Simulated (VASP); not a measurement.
# Co (P6_3/mmc) in VASP: notebook

Runs on Co. Level: LDA. Tasks: single point.

All numbers are computed with VASP 6.6.1; they aren't measurements. Logs are shortened: lines on timing, memory, paths and dates and some standing lists are left out, and cuts for length are marked.

## Step 1: The cell of the first run

Symmetry: P6_3/mmc, No. 194, hexagonal system. Conventional cell: a = 2.429 Å, b = 2.429 Å, c = 3.918 Å, α = 90.00°, β = 90.00°, γ = 120.00°. Within 3.2 Å of Co (site symmetry -6m2) lie 12 Co at 2.41 to 2.43 Å.

## Step 2: Single point, LDA, collinear spin, ferromagnetic start

INCAR

```
SYSTEM = Co
PREC     = Accurate       ! precision mode
ENCUT    = 520            ! plane-wave cutoff, eV
EDIFF    = 1E-7           ! SCF threshold, eV
ISMEAR   = 0              ! smearing method
SIGMA    = 0.15           ! smearing width, eV
LREAL    = .False.        ! projectors in reciprocal space
LASPH    = .True.         ! aspherical terms in the spheres
NELM     = 150            ! most SCF steps
ALGO     = Fast           ! electronic algorithm
ISIF     = 2              ! what is computed and relaxed
LWAVE    = .False.        ! write WAVECAR
LCHARG   = .False.        ! write CHGCAR
ISPIN    = 2              ! spin polarisation
MAGMOM   = 1.925 1.925    ! initial moments
LORBIT   = 11             ! projections on sites
NUPDOWN  = 3.85           ! fixed moment
LMAXMIX  = 4              ! l up to which the mixer works
GGA      = CA             ! functional
NBANDS   = 20             ! bands
```

KPOINTS

```
regular mesh
0
Gamma
  24 24 12
  0 0 0
```

POSCAR

```
Co
1.0
    2.4287596817      0.0000000000      0.0000000000
   -1.2143798408      2.1033675840      0.0000000000
    0.0000000000      0.0000000000      3.9177515245
Co
2
Direct
    0.6666666667      0.3333333333      0.2500000000
    0.3333333333      0.6666666667      0.7500000000
```

Potentials or basis: VASP PAW LDA potentials, release 64 (Co).

On the command line:

```
cat potpaw_LDA.64/Co/POTCAR > POTCAR
mpirun -np 1 vasp_std > vasp.out
```

OUTCAR:

```text
SYSTEM = Co
   PREC = Accurate
   ENCUT = 520
   EDIFF = 1E-7
   ISMEAR = 0
   LREAL = .False.
   LASPH = .True.
   NELM = 150
   ISIF = 2
   ISPIN = 2
   LORBIT = 11
   NUPDOWN = 3.85
   GGA = CA

 ion  position               nearest neighbor table
   1  0.667  0.333  0.250-   2 2.41   2 2.41   2 2.41   2 2.41   2 2.41   2 2.41
   2  0.333  0.667  0.750-   1 2.41   1 2.41   1 2.41   1 2.41   1 2.41   1 2.41

  LATTYP: Found a hexagonal cell.
 ALAT       =     2.4287596817
 C/A-ratio  =     1.6130667657

  Lattice vectors:

 A1 = (   2.4287596817,   0.0000000000,   0.0000000000)
 A2 = (  -1.2143798408,   2.1033675840,   0.0000000000)
 A3 = (   0.0000000000,   0.0000000000,   3.9177515245)

Analysis of symmetry for initial positions (statically):
=====================================================================
 Subroutine PRICEL returns:
 Original cell was already a primitive cell.

 Routine SETGRP: Setting up the symmetry group for a
 hexagonal supercell.

 Subroutine GETGRP returns: Found 24 space group operations
 (whereof 12 operations were pure point group operations)
 out of a pool of 24 trial point group operations.

The static configuration has the point symmetry D_3d.
 The point group associated with its full space group is D_6h.

Analysis of symmetry for dynamics (positions and initial velocities):
=====================================================================
 Subroutine PRICEL returns:
 Original cell was already a primitive cell.

 Routine SETGRP: Setting up the symmetry group for a
 hexagonal supercell.

 Subroutine GETGRP returns: Found 24 space group operations
 (whereof 12 operations were pure point group operations)
 out of a pool of 24 trial point group operations.

The dynamic configuration has the point symmetry D_3d.
 The point group associated with its full space group is D_6h.

Analysis of structural, dynamic, and magnetic symmetry:
=====================================================================
 Subroutine PRICEL returns:
 Original cell was already a primitive cell.

 Routine SETGRP: Setting up the symmetry group for a
 hexagonal supercell.

 Subroutine GETGRP returns: Found 24 space group operations
 (whereof 12 operations were pure point group operations)
 out of a pool of 24 trial point group operations.

The overall configuration has the point symmetry D_3d.
 The point group associated with its full space group is D_6h.

 Subroutine INISYM returns: Found 24 space group operations
 (whereof 12 operations are pure point group operations),
 and found     1 'primitive' translations

----------------------------------------------------------------------------------------

                                     Primitive cell

  volume of cell :      20.0141

  direct lattice vectors                    reciprocal lattice vectors
     2.428759682  0.000000000  0.000000000     0.411732790  0.237714037  0.000000000
    -1.214379841  2.103367584  0.000000000     0.000000000  0.475428074  0.000000000
     0.000000000  0.000000000  3.917751524     0.000000000  0.000000000  0.255248449

  length of vectors
     2.428759682  2.428759682  3.917751524     0.475428074  0.475428074  0.255248449

  position of ions in fractional coordinates (direct lattice)
     0.666666667  0.333333333  0.250000000
     0.333333333  0.666666667  0.750000000

  ion indices of the primitive-cell ions
   primitive index   ion index
                 1           1
                 2           2

----------------------------------------------------------------------------------------

 KPOINTS: regular mesh

Automatic generation of k-mesh.
 Grid dimensions read from file:
 generate k-points for:   24   24   12

 Generating k-lattice:

  Cartesian coordinates                     Fractional coordinates (reciprocal lattice)
     0.017155533  0.009904752  0.000000000     0.041666667  0.000000000  0.000000000
     0.000000000  0.019809503  0.000000000     0.000000000  0.041666667  0.000000000
     0.000000000  0.000000000  0.021270704     0.000000000  0.000000000  0.083333333

  Length of vectors
     0.019809503  0.019809503  0.021270704

  Shift w.r.t. Gamma in fractional coordinates (k-lattice)
     0.000000000  0.000000000  0.000000000

 Subroutine IBZKPT returns following result:
 ===========================================

 Found    427 irreducible k-points:

 Following reciprocal coordinates:
            Coordinates               Weight
  0.000000  0.000000  0.000000      1.000000
  0.041667 -0.000000  0.000000      6.000000
  0.083333 -0.000000  0.000000      6.000000
  0.125000 -0.000000  0.000000      6.000000
  0.166667 -0.000000  0.000000      6.000000
  0.208333 -0.000000  0.000000      6.000000
[... 16 lines left out ...]
  0.416667  0.041667  0.000000     12.000000
  0.458333  0.041667  0.000000     12.000000
 [... further k-points ...]
   k-points           NKPTS =    427   k-points in BZ     NKDIM =    427   number of bands    NBANDS=     20
   number of dos      NEDOS =    301   number of ions     NIONS =      2
   total plane-waves  NPLWV =   9720
   dimension x,y,z NGX =    18 NGY =   18 NGZ =   30
   dimension x,y,z NGXF=    36 NGYF=   36 NGZF=   60
   ions per type =               2
   NGX,Y,Z   is equivalent  to a cutoff of  12.32, 12.32, 12.73 a.u.
   NGXF,Y,Z  is equivalent  to a cutoff of  24.64, 24.64, 25.46 a.u.
 SYSTEM =  Co
   PREC   = accura    normal or accurate (medium, high low for compatibility)
   ISTART =      0    job   : 0-new  1-cont  2-samecut
   ICHARG =      2    charge: 1-file 2-atom 10-const
   ISPIN  =      2    spin polarized calculation?
   LNONCOLLINEAR =      F non collinear calculations
   LSORBIT =      F    spin-orbit coupling
   LASPH  =      T    aspherical Exc in radial PAW
   ENCUT  =  520.0 eV  38.22 Ry    6.18 a.u.   4.52  4.52  7.28*2*pi/ulx,y,z
   NELM   =    150;   NELMIN=  2; NELMDL= -5     # of ELM steps
   EDIFF  = 0.1E-06   stopping-criterion for ELM
   LREAL  =      F    real-space projection
   EDIFFG = 0.1E-05   stopping-criterion for IOM
   NSW    =      0    number of steps for IOM
   IBRION =     -1    ionic relax: 0-MD 1-quasi-New 2-CG
   NFREE  =      0    steps in history (QN), initial steepest desc. (CG)
   ISIF   =      2    stress and relaxation
   ISYM   =      2    0-nonsym 1-usesym 2-fastsym
   POTIM  = 0.5000    time-step for ionic-motion
   TEBEG  =    0.0;   TEEND  =   0.0 temperature during run
   PSTRESS=    0.0 pullay stress
   NELECT =      18.0000    total number of electrons
   NUPDOWN=       3.8500    fix difference up-down
   EMIN   =  10.00;   EMAX   =-10.00  energy-range for DOS
   EFERMI =   0.00;   METHOD = LEGACY
   ISMEAR =     0;   SIGMA  =   0.15  broadening in eV -4-tet -1-fermi 0-gaus
   EFERMI_NEDOS =   21; number of points for ismear=-14 and -15
   IALGO  =     68    algorithm
   IMIX   =      4    mixing-type and parameters
     AMIX     =   0.40;   BMIX     =  1.00
     AMIX_MAG =   1.60;   BMIX_MAG =  1.00
  volume/ion in A,a.u.               =      10.01        67.53
  Fermi-wavevector in a.u.,A,eV,Ry     =   1.580229  2.986201 33.975446  2.497125
  Thomas-Fermi vector in A             =   2.680489
   LORBIT       =     11    0 simple, 1 ext, 2 COOP (PROOUT), +10 PAW based schemes
   GGA     = CA    functional components
   LHFCALC =     F    Hartree Fock is set to
   AEXX    =    0.0000 exact exchange contribution
   IVDW    =     0    specifies the selected vdW correction
   LEPSILON=     F    determine dielectric tensor
   LRPA    =     F    only Hartree local field effects (RPA)
 spin polarized calculation
 RMM-DIIS sequential band-by-band and
 Gauss-broadening in eV      SIGMA  =   0.15
  energy-cutoff  :      520.00
  volume of cell :       20.01
 maximum number of plane-waves:       559
   NGX =  9   NGY =  9   NGZ = 15

 number of electron      17.9999992 magnetization       3.8499997

 Free energy of the ion-electron system (eV)
  ---------------------------------------------------
  ext. energy  EPLUGINS =         0.00000000
  ---------------------------------------------------
  free energy    TOTEN  =       -15.94816782 eV

  energy without entropy =      -15.92747491  energy(sigma->0) =      -15.93782137

 E-fermi :  10.8843     XC(G=0): -14.2241

 val. band max:       12.3636420604   @ k =   0.2500   0.2500   0.0000
 cond. band min:      10.8863778147   @ k =   0.2083  -0.0000   0.0833
 fundamental gap:     -1.4772642458
 Fermi energy:        12.3714854307

 spin component 1

 k-point     1 :       0.0000    0.0000    0.0000
  band No.  band energies     occupation
      1       1.6464      1.00000
      2       5.4982      1.00000
      3       8.3182      1.00000
      4       8.3198      1.00000
      5       8.3198      1.00000
      6       8.6815      1.00000
[... 12 lines left out ...]
     19      38.2583      0.00000
     20      38.2583      0.00000
[... 507 lines left out ...]
 k-point    24 :       0.4583    0.0417    0.0000
  band No.  band energies     occupation
      1       5.8864      1.00000
      2       5.9883      1.00000
      3       6.2140      1.00000
      4       8.1220      1.00000
      5       8.3057      1.00000
      6       8.4088      1.00000
[... 12 lines left out ...]
     19      35.0207      0.00000
     20      36.8661      0.00000

 [... further k-points ...]

 spin component 2

 k-point     1 :       0.0000    0.0000    0.0000
  band No.  band energies     occupation
      1       2.0061      1.00000
      2       6.6266      1.00000
      3      10.0235      1.00000
      4      10.0325      1.00000
      5      10.0325      1.00000
      6      10.4459      0.99998
[... 12 lines left out ...]
     19      38.9037      0.00000
     20      38.9037      0.00000
[... 507 lines left out ...]
 k-point    24 :       0.4583    0.0417    0.0000
  band No.  band energies     occupation
      1       7.0232      1.00000
      2       7.2626      1.00000
      3       7.5698      1.00000
      4       9.2525      1.00000
      5       9.8346      1.00000
      6      10.0070      1.00000
[... 12 lines left out ...]
     19      35.7635      0.00000
     20      37.4308      0.00000

 [... further k-points ...]
[... 5 lines left out ...]
  --------------------------------------------------------------------------------------
  -------------------------------------------------------------------------------------
  Total        0.9582079      0.9582079      1.4396571      0.0000000     -0.0000000      0.0000000
  in kB       76.7067704     76.7067704    115.2479070      0.0000000     -0.0000000      0.0000000
  external PRESSURE =      89.5538159 kB  Pullay stress =       0.0000000 kB

 VOLUME and BASIS-vectors are now :
 -----------------------------------------------------------------------------
  energy-cutoff  :      520.00
  volume of cell :       20.01
      direct lattice vectors                 reciprocal lattice vectors
     2.428759682  0.000000000  0.000000000     0.411732790  0.237714037  0.000000000
    -1.214379841  2.103367584  0.000000000     0.000000000  0.475428074  0.000000000
     0.000000000  0.000000000  3.917751524     0.000000000  0.000000000  0.255248449

 POSITION                                       TOTAL-FORCE (eV/Angst)
 -----------------------------------------------------------------------------------
      1.21438      0.70112      0.97944        -0.000000      0.000000      0.000000
     -0.00000      1.40225      2.93831         0.000000     -0.000000      0.000000
 -----------------------------------------------------------------------------------
    total drift:                                0.000000     -0.000000     -0.000000

  FREE ENERGIE OF THE ION-ELECTRON SYSTEM (eV)
  ---------------------------------------------------
  free  energy   TOTEN  =       -15.9481678231 eV

  energy  without entropy=      -15.9274749129  energy(sigma->0) =      -15.93782137

 total charge

# of ion       s       p       d       tot
------------------------------------------
    1        0.539   0.616   7.290   8.445
    2        0.539   0.616   7.290   8.445
--------------------------------------------------
tot          1.078   1.232  14.579  16.889

 magnetization (x)

# of ion       s       p       d       tot
------------------------------------------
    1        0.004   0.007   1.887   1.898
    2        0.004   0.007   1.887   1.898
--------------------------------------------------
tot          0.007   0.014   3.774   3.795
```

Run time: 6.2 min. Hardware: 1 thread of Oxide Virtual Turin-like, shared host; peak memory 0.28 GiB.

What came out:

```
Free energy                                           : -15.9482 eV
Pressure                                              : 9.0 GPa
Net moment                                            : 3.85 μB per cell
Site moments                                          : Co +1.90 μB
Valence electrons inside the program's atomic spheres : Co 8.45
```

Caveat: the total moment is fixed, so each spin has its own Fermi level.

## Step 3: Single point, LDA, collinear spin, ferromagnetic start

INCAR

```
SYSTEM = Co
PREC = Accurate
ENCUT = 520
EDIFF = 1E-6
ISMEAR = 0
SIGMA = 0.15
LREAL = .False.
LASPH = .True.
NELM = 150
ALGO = Normal
ISIF = 2
LWAVE = .False.
LCHARG = .False.
ISPIN = 2
MAGMOM = 0.275 0.275
LORBIT = 11
NUPDOWN = 0.55
LMAXMIX = 4
GGA = CA
NBANDS = 20
```

KPOINTS

```
Automatic mesh
0
Gamma
  24 24 12
  0 0 0
```

POSCAR is that of step 2.

Potentials or basis: VASP PAW LDA potentials, release 64 (Co).

On the command line:

```
cat potpaw_LDA.64/Co/POTCAR > POTCAR
mpirun -np 1 vasp_std > vasp.out
```

Wall time 6 min (1 thread of Oxide Virtual Turin-like, shared host); peak memory 0.28 GiB.

It converged, with:

```yaml
Free_energy: -16.0850 eV
Pressure: -11.6 GPa
Net_moment: 0.55 μB per cell
Site_moments: Co +0.28 μB
Valence_electrons_inside_the_program's_atomic_spheres: Co 8.45
```

Stress tensor (GPa, compression positive):
```
-11.44   0.00   0.00
  0.00 -11.44   0.00
  0.00   0.00 -12.03
```

Caveat: the total moment is fixed, so each spin has its own Fermi level.

## Step 4: Single point, LDA, collinear spin, ferromagnetic start

This run uses another cell than the first one, of 9.17 Å³/atom, 0.917 times its volume.

INCAR

```
PREC = Accurate
ENCUT = 520
EDIFF = 1E-6
ISMEAR = 0
SIGMA = 0.15
LREAL = F
LASPH = T
NELM = 150
ALGO = Normal
ISIF = 2
LWAVE = F
LCHARG = F
ISPIN = 2
MAGMOM = 0.55 0.55
LORBIT = 11
NUPDOWN = 1.1
LMAXMIX = 4
GGA = CA
NBANDS = 20
```

KPOINTS

```
regular mesh
0
Gamma
  24 24 12
```

POSCAR

```
Co
1.0
    2.3593161362      0.0000000000      0.0000000000
   -1.1796580681      2.0432277095      0.0000000000
    0.0000000000      0.0000000000      3.8057344492
Co
2
Direct
    0.6666666667      0.3333333333      0.2500000000
    0.3333333333      0.6666666667      0.7500000000
```

On the command line:

```
cat potpaw_LDA.64/Co/POTCAR > POTCAR
mpirun -np 1 vasp_std > vasp.out
```

Run time: 6.4 min. Hardware: 1 thread of AMD EPYC 9755, shared host; peak memory 0.26 GiB.

It converged, with:

```
Free energy                                           : -16.0947 eV
Pressure                                              : 17.1 GPa
Net moment                                            : 1.10 μB per cell
Site moments                                          : Co +0.54 μB
Valence electrons inside the program's atomic spheres : Co 8.66
```

Stress tensor (GPa, compression positive):
```
17.29  0.00  0.00
 0.00 17.29  0.00
 0.00  0.00 16.77
```

Caveat: the total moment is fixed, so each spin has its own Fermi level.

## Step 5: Single point, LDA, collinear spin, ferromagnetic start

This run uses another cell than the first one, of 9.17 Å³/atom, 0.917 times its volume.

INCAR

```
PREC = Accurate ; ENCUT = 520
EDIFF = 1E-6 ; ISMEAR = 0
SIGMA = 0.15 ; LREAL = F
LASPH = T ; NELM = 150
ALGO = Normal ; ISIF = 2
LWAVE = F ; LCHARG = F
ISPIN = 2 ; MAGMOM = 2.2 2.2
LORBIT = 11 ; NUPDOWN = 4.4
LMAXMIX = 4 ; NBANDS = 20
```

KPOINTS

```
Automatic mesh
0
Gamma
  24 24 12
```

POSCAR is that of step 4.

On the command line:

```
cat potpaw_LDA.64/Co/POTCAR > POTCAR
mpirun -np 1 vasp_std > vasp.out
```

Run time: 5.8 min. Hardware: 1 thread of AMD EPYC 9755, shared host; peak memory 0.27 GiB.

Results (log left out):

- Free energy: -15.0412 eV
- Pressure: 52.8 GPa
- Net moment: 4.40 μB per cell
- Site moments: Co +2.15 μB
- Valence electrons inside the program's atomic spheres: Co 8.65

Stress tensor (GPa, compression positive):
```
50.57  0.00  0.00
 0.00 50.57  0.00
 0.00  0.00 57.38
```

Caveat: the total moment is fixed, so each spin has its own Fermi level.

## Step 6: Single point, LDA, collinear spin, ferromagnetic start

This run uses another cell than the first one, of 8.34 Å³/atom, 0.833 times its volume.

INCAR

```
ALGO = Fast ; EDIFF = 1E-7
ENCUT = 520 ; GGA = CA
ISIF = 2 ; ISMEAR = 0
ISPIN = 2 ; LASPH = True
LCHARG = True ; LELF = True
LMAXMIX = 4 ; LORBIT = 11
LREAL = False ; LVHAR = True
LWAVE = False ; MAGMOM = 1.65 1.65
NBANDS = 20 ; NELM = 150
NUPDOWN = 3.3 ; PREC = Accurate
SIGMA = 0.15
```

KPOINTS

```
k-points
0
Gamma
  24 24 12
```

POSCAR

```
Co
1.0
    2.2855303783      0.0000000000      0.0000000000
   -1.1427651891      1.9793273687      0.0000000000
    0.0000000000      0.0000000000      3.6867130953
Co
2
Direct
    0.6666666667      0.3333333333      0.2500000000
    0.3333333333      0.6666666667      0.7500000000
```

Potentials or basis: VASP PAW LDA potentials, release 64 (Co).

On the command line:

```
cat potpaw_LDA.64/Co/POTCAR > POTCAR
mpirun -np 1 vasp_std > vasp.out
```

It took 9 min on 1 thread of Oxide Virtual Turin-like, shared host; peak memory 0.25 GiB.

The run converged. Its results:

- Free energy: -15.4710 eV
- Pressure: 82.8 GPa
- Net moment: 3.30 μB per cell
- Site moments: Co +1.61 μB
- Valence electrons inside the program's atomic spheres: Co 8.94

Stress tensor (GPa, compression positive):
```
81.68  0.00  0.00
 0.00 81.68  0.00
 0.00  0.00 84.94
```

Caveat: the total moment is fixed, so each spin has its own Fermi level.

## Step 7: The runs side by side

```csv
fixed moment (μB),cell,pressure (GPa),moment (μB)
3.85,"a = 2.429, b = 2.429, c = 3.918 Å, angles 90.0, 90.0, 120.0°, 2 atoms",9.0,3.85
0.55,"a = 2.429, b = 2.429, c = 3.918 Å, angles 90.0, 90.0, 120.0°, 2 atoms",-11.6,0.55
1.1,"a = 2.359, b = 2.359, c = 3.806 Å, angles 90.0, 90.0, 120.0°, 2 atoms",17.1,1.10
4.4,"a = 2.359, b = 2.359, c = 3.806 Å, angles 90.0, 90.0, 120.0°, 2 atoms",52.8,4.40
3.3,"a = 2.286, b = 2.286, c = 3.687 Å, angles 90.0, 90.0, 120.0°, 2 atoms",82.8,3.30
```

Alike in all rows: task single point; level LDA; potentials or basis VASP PAW LDA potentials, release 64 (Co); spin collinear, ferromagnetic start; k mesh 24 × 24 × 12; cutoff (eV) 520; smearing gaussian 0.15 eV.

Caveats: the total moment is fixed, so each spin has its own Fermi level.

Absolute energies hang on the potentials; compare differences alone.
